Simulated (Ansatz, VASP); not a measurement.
# Two plane-wave programs on CdTe

```
CELL_PARAMETERS angstrom
0.00000 3.41115 3.41115
3.41115 0.00000 3.41115
3.41115 3.41115 0.00000
ATOMIC_POSITIONS crystal
Cd 0.00000 0.00000 0.00000
Te 0.25000 0.25000 0.25000
```

Change from the starting cell: hydrostatic strain +4.0%.

Alike in both runs: task single point; functional r2SCAN; k mesh 6 × 6 × 6; occupations fermi-dirac, width 0.02 eV; non-collinear spin, spin-orbit coupling.

```csv
,VASP,Ansatz
version,VASP 6.6.1,Ansatz 0.2.0
potentials or method,"VASP PAW PBE potentials, release 64 (Cd, Te)","plane waves, PAW"
plane-wave cutoff (eV),520,500
valence electrons in the cell,18,36
```

VASP gave:

| Property | Result |
| --- | --- |
| pressure (GPa) | -3.5 |
| net moment per atom (μB) | 0.00 |

Task: Estimate Ansatz's values.

Result: Pressure (GPa): -3.6; net moment per atom (μB): 0.00.

VASP's potentials were made for PBE, not for r2SCAN. VASP's potentials hold 18 valence electrons a cell and Ansatz's 36, so a difference there can come from the potentials and not from the codes.
